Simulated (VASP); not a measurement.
# BaTiO3 (Barioperovskite) in VASP: further runs, part 2 of 2

VASP 6.6.1.

**4. Single point, PBEsol**

Contents of INCAR:

```
SYSTEM = BaTiO3
  ALGO = Normal
  EDIFF = 1E-6
  ENCUT = 520
  GGA = PS
  ISIF = 2
  ISMEAR = 1
  LASPH = .True.
  LCHARG = .False.
  LREAL = .False.
  LWAVE = .False.
  NBANDS = 28
  NELM = 80
  PREC = Accurate
  SIGMA = 0.1
```

Contents of KPOINTS:

```
k-points
0
Gamma
  8 8 8
  0 0 0
```

Contents of POSCAR:

```
BaTiO3
1.0
    3.9855000000      0.0000000000      0.0000000000
    0.0000000000      2.8369000000      2.8451500000
    0.0000000000     -2.8369000000      2.8451500000
Ba Ti O
1 1 3
Direct
    0.0005220000     -0.0001460000      0.0060690000
    0.5039280000      0.5132700000      0.5199710000
    0.5003990000      0.9771650000      0.5031310000
    0.5168270000      0.5021070000      1.0096530000
    0.0052460000      0.4897220000      0.5025510000
```

Potentials or basis: VASP PAW PBE potentials, release 64 (Ba_sv, Ti_sv, O).

Run with:

```
> cat potpaw_PBE.64/Ba_sv/POTCAR potpaw_PBE.64/Ti_sv/POTCAR potpaw_PBE.64/O/POTCAR > POTCAR
> mpirun -np 1 vasp_std > vasp.out
```

OUTCAR:

```text
SYSTEM = BaTiO3
   EDIFF = 1E-6
   ENCUT = 520
   GGA = PS
   ISIF = 2
   ISMEAR = 1
   LASPH = .True.
   LREAL = .False.
   NELM = 80
   PREC = Accurate

 ion  position               nearest neighbor table
   1  0.001  1.000  0.006-   4 2.78   4 2.79   5 2.81   5 2.82   3 2.82   3 2.82   3 2.84   3 2.84
                             5 2.86   4 2.87   4 2.88   5 2.88   2 3.40   2 3.42   2 3.46   2 3.46
   2  0.504  0.513  0.520-   3 1.86   4 1.97   5 1.99   5 2.00   4 2.05   3 2.16   1 3.40   1 3.42
                             1 3.46   1 3.46   1 3.47   1 3.48   1 3.53   1 3.55
   3  0.500  0.977  0.503-   2 1.86   2 2.16   1 2.82   1 2.82   1 2.84   1 2.84
   4  0.517  0.502  0.010-   2 1.97   2 2.05   1 2.78   1 2.79   1 2.87   1 2.88
   5  0.005  0.490  0.503-   2 1.99   2 2.00   1 2.81   1 2.82   1 2.86   1 2.88

  LATTYP: Found a base centered orthorhombic cell.
 ALAT       =     5.6738000000
 B/A-ratio  =     1.0029081039
 C/A-ratio  =     0.7024392823

  Lattice vectors:

 A1 = (   0.0000000000,   2.8369000000,  -2.8451500000)
 A2 = (   0.0000000000,   2.8369000000,   2.8451500000)
 A3 = (   3.9855000000,   0.0000000000,   0.0000000000)

Analysis of symmetry for initial positions (statically):
=====================================================================
 Subroutine PRICEL returns:
 Original cell was already a primitive cell.

 Routine SETGRP: Setting up the symmetry group for a
 base centered orthorhombic supercell.

 Subroutine GETGRP returns: Found  1 space group operations
 (whereof  1 operations were pure point group operations)
 out of a pool of  8 trial point group operations.

The static configuration has the point symmetry C_1 .

Analysis of symmetry for dynamics (positions and initial velocities):
=====================================================================
 Subroutine PRICEL returns:
 Original cell was already a primitive cell.

 Routine SETGRP: Setting up the symmetry group for a
 base centered orthorhombic supercell.

 Subroutine GETGRP returns: Found  1 space group operations
 (whereof  1 operations were pure point group operations)
 out of a pool of  8 trial point group operations.

The dynamic configuration has the point symmetry C_1 .

 Subroutine INISYM returns: Found  1 space group operations
 (whereof  1 operations are pure point group operations),
 and found     1 'primitive' translations

----------------------------------------------------------------------------------------

                                     Primitive cell

  volume of cell :      64.3372

  direct lattice vectors                    reciprocal lattice vectors
     3.985500000  0.000000000  0.000000000     0.250909547  0.000000000  0.000000000
     0.000000000  2.836900000  2.845150000     0.000000000  0.176248722  0.175737659
     0.000000000 -2.836900000  2.845150000     0.000000000 -0.176248722  0.175737659

  length of vectors
     3.985500000  4.017820321  4.017820321     0.250909547  0.248892219  0.248892219

  position of ions in fractional coordinates (direct lattice)
     0.000522000  0.999854000  0.006069000
     0.503928000  0.513270000  0.519971000
     0.500399000  0.977165000  0.503131000
     0.516827000  0.502107000  0.009653000
     0.005246000  0.489722000  0.502551000

  ion indices of the primitive-cell ions
   primitive index   ion index
[... 35 lines left out ...]
  0.125000  0.000000  0.000000      2.000000
  0.250000  0.000000  0.000000      2.000000
  0.375000  0.000000  0.000000      2.000000
  0.500000  0.000000  0.000000      1.000000
  0.000000  0.125000  0.000000      2.000000
[... 16 lines left out ...]
  0.000000  0.000000 -0.250000      2.000000
  0.125000  0.250000  0.000000      2.000000
 [... further k-points ...]
   k-points           NKPTS =    260   k-points in BZ     NKDIM =    260   number of bands    NBANDS=     28
   number of dos      NEDOS =    301   number of ions     NIONS =      5
   total plane-waves  NPLWV =  27000
   dimension x,y,z NGX =    30 NGY =   30 NGZ =   30
   dimension x,y,z NGXF=    60 NGYF=   60 NGZF=   60
   ions per type =               1   1   3
   NGX,Y,Z   is equivalent  to a cutoff of  12.51, 12.41, 12.41 a.u.
   NGXF,Y,Z  is equivalent  to a cutoff of  25.03, 24.83, 24.83 a.u.
 SYSTEM =  BaTiO3
   PREC   = accura    normal or accurate (medium, high low for compatibility)
   ISTART =      0    job   : 0-new  1-cont  2-samecut
   ICHARG =      2    charge: 1-file 2-atom 10-const
   ISPIN  =      1    spin polarized calculation?
   LNONCOLLINEAR =      F non collinear calculations
   LSORBIT =      F    spin-orbit coupling
   LASPH  =      T    aspherical Exc in radial PAW
   ENCUT  =  520.0 eV  38.22 Ry    6.18 a.u.   7.41  7.47  7.47*2*pi/ulx,y,z
   NELM   =     80;   NELMIN=  2; NELMDL= -5     # of ELM steps
   EDIFF  = 0.1E-05   stopping-criterion for ELM
   LREAL  =      F    real-space projection
   EDIFFG = 0.1E-04   stopping-criterion for IOM
   NSW    =      0    number of steps for IOM
   IBRION =     -1    ionic relax: 0-MD 1-quasi-New 2-CG
   NFREE  =      0    steps in history (QN), initial steepest desc. (CG)
   ISIF   =      2    stress and relaxation
   ISYM   =      2    0-nonsym 1-usesym 2-fastsym
   POTIM  = 0.5000    time-step for ionic-motion
   TEBEG  =    0.0;   TEEND  =   0.0 temperature during run
   PSTRESS=    0.0 pullay stress
   NELECT =      40.0000    total number of electrons
   NUPDOWN=      -1.0000    fix difference up-down
   EMIN   =  10.00;   EMAX   =-10.00  energy-range for DOS
   EFERMI =   0.00;   METHOD = LEGACY
   ISMEAR =     1;   SIGMA  =   0.10  broadening in eV -4-tet -1-fermi 0-gaus
   EFERMI_NEDOS =   21; number of points for ismear=-14 and -15
   IALGO  =     38    algorithm
   IMIX   =      4    mixing-type and parameters
     AMIX     =   0.40;   BMIX     =  1.00
     AMIX_MAG =   1.60;   BMIX_MAG =  1.00
  volume/ion in A,a.u.               =      12.87        86.83
  Fermi-wavevector in a.u.,A,eV,Ry     =   1.397250  2.640420 26.562762  1.952308
  Thomas-Fermi vector in A             =   2.520525
   LORBIT       =      0    0 simple, 1 ext, 2 COOP (PROOUT), +10 PAW based schemes
   GGA     = PS    functional components
   LHFCALC =     F    Hartree Fock is set to
   AEXX    =    0.0000 exact exchange contribution
   IVDW    =     0    specifies the selected vdW correction
   LEPSILON=     F    determine dielectric tensor
   LRPA    =     F    only Hartree local field effects (RPA)
 non-spin polarized calculation
 Methfessel and Paxton  Order N= 1 SIGMA  =   0.10
  energy-cutoff  :      520.00
  volume of cell :       64.34
 maximum number of plane-waves:      1761
 NGX is ok and might be reduce to    30

 number of electron      39.9999995 magnetization

 Free energy of the ion-electron system (eV)
  ---------------------------------------------------
  ext. energy  EPLUGINS =         0.00000000
  ---------------------------------------------------
  free energy    TOTEN  =       -41.96442943 eV

  energy without entropy =      -41.96494835  energy(sigma->0) =      -41.96460241

 E-fermi :   3.7315     XC(G=0): -11.4915

 val. band max:        3.7066380022   @ k =   0.5000   0.5000   0.5000
 cond. band min:       5.5101008908   @ k =   0.0000   0.0000   0.0000
 fundamental gap:      1.8034628886
 Fermi energy:         3.7315252204

 k-point     1 :       0.0000    0.0000    0.0000
  band No.  band energies     occupation
      1     -52.5941      2.00000
      2     -28.9708      2.00000
      3     -28.9190      2.00000
      4     -28.9172      2.00000
      5     -21.1213      2.00000
      6     -13.1429      2.00000
[... 733 lines left out ...]
     27       9.9866      0.00000
     28      12.0667      0.00000

 [... further k-points ...]

------------------------ aborting loop because EDIFF is reached ----------------------------------------

  FORCE on cell =-STRESS in cart. coord.  units (eV):
  Direction    XX          YY          ZZ          XY          YZ          ZX
  --------------------------------------------------------------------------------------
  -------------------------------------------------------------------------------------
  Total       -0.6300813     -0.5316269     -0.6081265      0.0177896      0.4991532     -0.0108337
  in kB      -15.6908024    -13.2390097    -15.1440666      0.4430115     12.4303245     -0.2697886
  external PRESSURE =     -14.6912929 kB  Pullay stress =       0.0000000 kB

 VOLUME and BASIS-vectors are now :
 -----------------------------------------------------------------------------
  energy-cutoff  :      520.00
  volume of cell :       64.34
      direct lattice vectors                 reciprocal lattice vectors
     3.985500000  0.000000000  0.000000000     0.250909547  0.000000000  0.000000000
     0.000000000  2.836900000  2.845150000     0.000000000  0.176248722  0.175737659
     0.000000000 -2.836900000  2.845150000     0.000000000 -0.176248722  0.175737659

 POSITION                                       TOTAL-FORCE (eV/Angst)
 -----------------------------------------------------------------------------------
      0.00208      2.81927      2.86200         0.120179     -0.095001      0.169659
      2.00841     -0.01901      2.93973        -0.039105      0.196210      0.080539
      1.99434      1.34479      4.21166         0.059769      0.047326      0.284826
      2.05981      1.39704      1.45603        -0.261204      0.076410     -0.574033
      0.02091     -0.03639      2.82317         0.120361     -0.224946      0.039009
 -----------------------------------------------------------------------------------
    total drift:                                0.000693     -0.000397      0.000376

  FREE ENERGIE OF THE ION-ELECTRON SYSTEM (eV)
  ---------------------------------------------------
  free  energy   TOTEN  =       -41.9644294334 eV

  energy  without entropy=      -41.9649483545  energy(sigma->0) =      -41.96460241
```

stdout:

```text
POSCAR found type information on POSCAR BaTiO
 POSCAR found :  3 types and       5 ions
 scaLAPACK will be used
 -----------------------------------------------------------------------------
|                                                                             |
|                                                                             |
|     You enforced a specific xc type in the INCAR file but a different       |
|     I HOPE YOU KNOW WHAT YOU ARE DOING!                                     |
|                                                                             |
 -----------------------------------------------------------------------------

 LDA part: xc-table for (Slater+PW92), standard interpolation
 POSCAR, INCAR and KPOINTS ok, starting setup
 FFT: planning ... GRIDC
 FFT: planning ... GRID_SOFT
 FFT: planning ... GRID
 WAVECAR not read
 entering main loop
```

Wall time 5.1 min (1 thread of Intel Xeon 6975P-C, shared host); peak memory 0.53 GiB.

Results:

| Property | Result |
| --- | --- |
| Free energy | -41.9644 eV |
| Pressure | -1.5 GPa |
| Largest force | 0.635 eV/Å |
| Band gap on the k mesh | 1.80 eV, indirect (least direct gap 2.09 eV) |

Forces on the atoms (eV/Å):
```
Ba   0.120 -0.095  0.170
Ti  -0.039  0.196  0.081
O    0.060  0.047  0.285
O   -0.261  0.076 -0.574
O    0.120 -0.225  0.039
```

Levels at points of the mesh, in eV from the valence-band top:
| k point | band 16 | band 17 | band 18 | band 19 | band 20 | band 21 | band 22 | band 23 | band 24 | band 25 |
| --- | --- | --- | --- | --- | --- | --- | --- | --- | --- | --- |
| (0.00, 0.00, 0.00) | -1.28 | -1.14 | -0.38 | -0.36 | -0.28 | 1.80 | 1.97 | 2.03 | 4.03 | 4.16 |
| (0.50, 0.00, 0.00) | -2.02 | -1.88 | -1.72 | -0.94 | -0.88 | 2.09 | 3.53 | 3.60 | 4.08 | 5.90 |
| (0.00, 0.50, 0.00) | -2.03 | -1.98 | -1.94 | -0.79 | -0.73 | 1.99 | 3.56 | 3.58 | 4.04 | 6.04 |
| (0.00, 0.00, 0.50) | -2.01 | -1.81 | -1.61 | -0.97 | -0.87 | 2.13 | 3.50 | 3.53 | 4.14 | 5.94 |
| (0.50, 0.50, 0.00) | -2.77 | -1.73 | -0.89 | -0.88 | -0.17 | 3.56 | 3.58 | 3.96 | 4.80 | 7.68 |
| (0.50, 0.00, 0.50) | -2.80 | -1.80 | -1.00 | -0.99 | -0.09 | 3.57 | 3.61 | 3.94 | 4.77 | 7.68 |
| (0.00, 0.50, 0.50) | -2.72 | -1.74 | -0.94 | -0.91 | -0.20 | 3.52 | 3.60 | 3.94 | 4.90 | 7.67 |
| (0.50, 0.50, 0.50) | -2.47 | -2.43 | -0.11 | -0.08 | 0.00 | 4.17 | 4.20 | 4.24 | 6.45 | 6.54 |

Caveat: the PAW data sets were made with another functional, which shifts forces and pressure a little; spin-orbit coupling is left out, which moves the levels of the heavy elements. A k mesh can miss the band edges.

**5. Single point, LDA (volume scaled by 0.94)**

Contents of INCAR:

```
SYSTEM = BaTiO3
PREC = Accurate
ENCUT = 520
EDIFF = 1E-7
ISMEAR = -1
SIGMA = 0.05
LREAL = .False.
LASPH = .True.
NELM = 80
ALGO = Normal
ISIF = 2
LWAVE = .False.
LCHARG = .True.
LELF = .True.
LVHAR = .True.
NBANDS = 28
```

Contents of KPOINTS:

```
Automatic mesh
0
Gamma
  7 7 7
  0 0 0
```

Contents of POSCAR:

```
BaTiO3
1.0
    3.9041404363      0.0000000000      0.0000000000
    0.0000000000      2.7789878318      2.7870694172
    0.0000000000     -2.7789878318      2.7870694172
Ba Ti O
1 1 3
Direct
    0.0000000000      0.0000000000      0.0000000000
    0.5000000000      0.5124000000      0.5124000000
    0.5000000000      0.9918400000      0.5052400000
    0.5000000000      0.5052400000      0.9918400000
    0.0000000000      0.4874000000      0.4874000000
```

Potentials or basis: VASP PAW LDA potentials, release 64 (Ba_sv, Ti_sv, O).

Run with:

```
> cat potpaw_LDA.64/Ba_sv/POTCAR potpaw_LDA.64/Ti_sv/POTCAR potpaw_LDA.64/O/POTCAR > POTCAR
> mpirun -np 1 vasp_std > vasp.out
```

OUTCAR:

```text
SYSTEM = BaTiO3
   PREC = Accurate
   ENCUT = 520
   EDIFF = 1E-7
   ISMEAR = -1
   LREAL = .False.
   LASPH = .True.
   NELM = 80
   ISIF = 2

 ion  position               nearest neighbor table
   1  0.000  0.000  0.000-   5 2.72   4 2.76   3 2.76   3 2.76   4 2.76   5 2.78   5 2.78   4 2.79
                             3 2.79   3 2.79   4 2.79   5 2.86   2 3.35   2 3.35   2 3.40   2 3.40
   2  0.500  0.512  0.512-   3 1.89   4 1.89   5 1.96   5 1.96   3 2.05   4 2.05   1 3.35   1 3.35
                             1 3.40   1 3.40   1 3.40   1 3.40   1 3.46   1 3.46
[... 953 lines left out ...]
  -------------------------------------------------------------------------------------
  Total        1.9176911      1.9904633      1.7115778      0.0000000      0.0000000      0.0000000
  in kB       50.8041725     52.7320791     45.3437436      0.0000000      0.0000000      0.0000000
  external PRESSURE =      49.6266651 kB  Pullay stress =       0.0000000 kB

 VOLUME and BASIS-vectors are now :
 -----------------------------------------------------------------------------
  energy-cutoff  :      520.00
  volume of cell :       60.48
      direct lattice vectors                 reciprocal lattice vectors
     3.904140436  0.000000000  0.000000000     0.256138327  0.000000000  0.000000000
     0.000000000  2.778987832  2.787069417     0.000000000  0.179921623  0.179399909
     0.000000000 -2.778987832  2.787069417     0.000000000 -0.179921623  0.179399909

 POSITION                                       TOTAL-FORCE (eV/Angst)
 -----------------------------------------------------------------------------------
      0.00000      0.00000      0.00000         0.000000     -0.000000      0.173152
      1.95207      0.00000      2.85619         0.000000     -0.000000     -0.143048
      1.95207      1.35226      4.17247         0.000000      0.204488     -0.113938
      1.95207     -1.35226      4.17247         0.000000     -0.204488     -0.113938
      0.00000      0.00000      2.71684         0.000000     -0.000000      0.197772
 -----------------------------------------------------------------------------------
    total drift:                                0.000000      0.000000      0.000059

  FREE ENERGIE OF THE ION-ELECTRON SYSTEM (eV)
  ---------------------------------------------------
  free  energy   TOTEN  =       -44.1249783521 eV

  energy  without entropy=      -44.1249783518  energy(sigma->0) =      -44.12497835
```

stdout:

```text
POSCAR found type information on POSCAR BaTiO
 POSCAR found :  3 types and       5 ions
 scaLAPACK will be used
 LDA part: xc-table for (Slater(with rela. corr.)+CA(PZ))
 , standard interpolation
 POSCAR, INCAR and KPOINTS ok, starting setup
 FFT: planning ... GRIDC
 FFT: planning ... GRID_SOFT
 FFT: planning ... GRID
 WAVECAR not read
 entering main loop
```

Run time: 1.9 min. Hardware: 1 thread of AMD EPYC 9R14 (Zen 4), shared host; peak memory 0.2 GiB.

What came out:

- Free energy: -44.1250 eV
- Pressure: 5.0 GPa
- Largest force: 0.234 eV/Å
- Band gap on the k mesh: 1.96 eV, indirect (least direct gap 2.02 eV)

Forces in eV/Å, atoms in the order of the input:
```
Ba   0.000  0.000  0.173
Ti   0.000  0.000 -0.143
O    0.000  0.204 -0.114
O    0.000 -0.204 -0.114
O    0.000  0.000  0.198
```

Levels at points of the mesh, in eV from the valence-band top:
```tsv
k point	band 17	band 18	band 19	band 20	band 21	band 22	band 23	band 24
(0.00, 0.00, 0.00)	-1.13	-0.24	-0.11	-0.06	1.96	2.03	2.22	4.54
```

Caveat: spin-orbit coupling is left out, which moves the levels of the heavy elements. A k mesh can miss the band edges.

**6. Single point, PBEsol (volume scaled by 0.94)**

Contents of INCAR:

```
PREC = Accurate ; ENCUT = 520
EDIFF = 1E-7 ; ISMEAR = -1
SIGMA = 0.05 ; LREAL = False
LASPH = True ; NELM = 60
ALGO = Normal ; ISIF = 2
LWAVE = False ; LCHARG = True
GGA = PS ; LELF = True
LVHAR = True ; NBANDS = 28
```

Contents of KPOINTS:

```
regular mesh
0
Gamma
  7 7 7
```

POSCAR is that of step 5.

Potentials or basis: VASP PAW PBE potentials, release 64 (Ba_sv, Ti_sv, O).

Run with:

```
> cat potpaw_PBE.64/Ba_sv/POTCAR potpaw_PBE.64/Ti_sv/POTCAR potpaw_PBE.64/O/POTCAR > POTCAR
> mpirun -np 1 vasp_std > vasp.out
```

Wall time 2 min (1 thread of AMD EPYC 9R14 (Zen 4), shared host); peak memory 0.21 GiB.

Results (log left out):

- Free energy: -41.8885 eV
- Pressure: 9.8 GPa
- Largest force: 0.251 eV/Å
- Band gap on the k mesh: 2.00 eV, indirect (least direct gap 2.06 eV)

Forces in eV/Å, atoms in the order of the input:
```
Ba   0.000  0.000  0.166
Ti   0.000  0.000 -0.159
O    0.000  0.232 -0.097
O    0.000 -0.232 -0.097
O    0.000  0.000  0.188
```

Stress tensor (GPa, compression positive):
```
 9.93  0.00  0.00
 0.00 10.09  0.00
 0.00  0.00  9.35
```

Levels at points of the mesh, in eV from the valence-band top:
```
           k point  band 16  band 17  band 18  band 19  band 20  band 21  band 22  band 23  band 24  band 25
(0.00, 0.00, 0.00)    -1.19    -1.13    -0.24    -0.11    -0.06     2.00     2.07     2.26     4.55     4.61
```

Caveat: the PAW data sets were made with another functional, which shifts forces and pressure a little; spin-orbit coupling is left out, which moves the levels of the heavy elements. A k mesh can miss the band edges.

**7. Overview**

```csv
level,potentials or basis,cell,k mesh,smearing,gap on the mesh (eV),pressure (GPa),largest force (eV/Å)
r2SCAN,"VASP PAW PBE potentials, release 64 (Ba_sv, Ti_sv, O)","a = 3.986, b = 4.018, c = 4.018 Å, angles 89.8, 90.0, 90.0°, 5 atoms",7 × 7 × 7,fermi-dirac 0.05 eV,2.31,1.1,0.27
PBEsol,"VASP PAW PBE potentials, release 64 (Ba_sv, Ti_sv, O)","a = 3.986, b = 4.018, c = 4.018 Å, angles 89.8, 90.0, 90.0°, 5 atoms",6 × 6 × 6,methfessel-paxton 0.1 eV,1.80,-1.5,0.64
PBEsol,"VASP PAW PBE potentials, release 64 (Ba_sv, Ti_sv, O)","a = 3.986, b = 4.018, c = 4.018 Å, angles 89.8, 90.0, 90.0°, 5 atoms",8 × 8 × 8,methfessel-paxton 0.1 eV,1.80,-1.5,0.64
LDA,"VASP PAW LDA potentials, release 64 (Ba_sv, Ti_sv, O)","a = 3.904, b = 3.936, c = 3.936 Å, angles 89.8, 90.0, 90.0°, 5 atoms",7 × 7 × 7,fermi-dirac 0.05 eV,1.96,5.0,0.23
PBEsol,"VASP PAW PBE potentials, release 64 (Ba_sv, Ti_sv, O)","a = 3.904, b = 3.936, c = 3.936 Å, angles 89.8, 90.0, 90.0°, 5 atoms",7 × 7 × 7,fermi-dirac 0.05 eV,2.00,9.8,0.25
```

Some of these runs hold the atoms at other places in the same cell, which the table doesn't show; runs alike in all that it shows share one row.

Alike in all rows: task single point; no spin polarisation; cutoff (eV) 520.

Caveats: spin-orbit coupling is left out, which moves the levels of the heavy elements; the PAW data sets were made with another functional, which shifts forces and pressure a little (some runs).

Absolute energies hang on the potentials; compare differences alone.
